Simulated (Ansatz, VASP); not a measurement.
Two plane-wave programs on ZnS

```
CELL_PARAMETERS angstrom
5.40930 0.00000 0.00000
0.00000 -5.40930 0.00000
0.00000 0.00000 -5.40930
ATOMIC_POSITIONS crystal
Zn 0.00000 0.50000 0.50000
Zn 0.50000 0.00000 0.50000
Zn 0.50000 0.50000 0.00000
Zn 0.00000 0.00000 0.00000
S 0.75000 0.75000 0.75000
S 0.25000 0.25000 0.75000
S 0.25000 0.75000 0.25000
S 0.75000 0.25000 0.25000
```

Alike in both runs: task single point; functional PBE; k mesh 6 × 6 × 6; occupations gaussian, width 0.05 eV; no spin polarisation.

|  | VASP | Ansatz |
| --- | --- | --- |
| version | VASP 6.6.1 | Ansatz 0.2.0 |
| potentials or method | VASP PAW PBE potentials, release 64 (Zn, S), cutoff 520 eV | scalar-relativistic, plane waves, PAW |
| valence electrons in the cell | 72 | 72 |

VASP gave:

```
gap on the k mesh at the Fermi level (eV) : 2.10
least direct gap on the mesh (eV)         : 2.10
pressure (GPa)                            : 1.5
```

Task: What did Ansatz give for the same quantities?

Result: gap on the k mesh at the Fermi level (eV): 2.10; least direct gap on the mesh (eV): 2.10; pressure (GPa): 1.4.

The functional is the same, so the differences come from potentials, cutoffs and numerics.
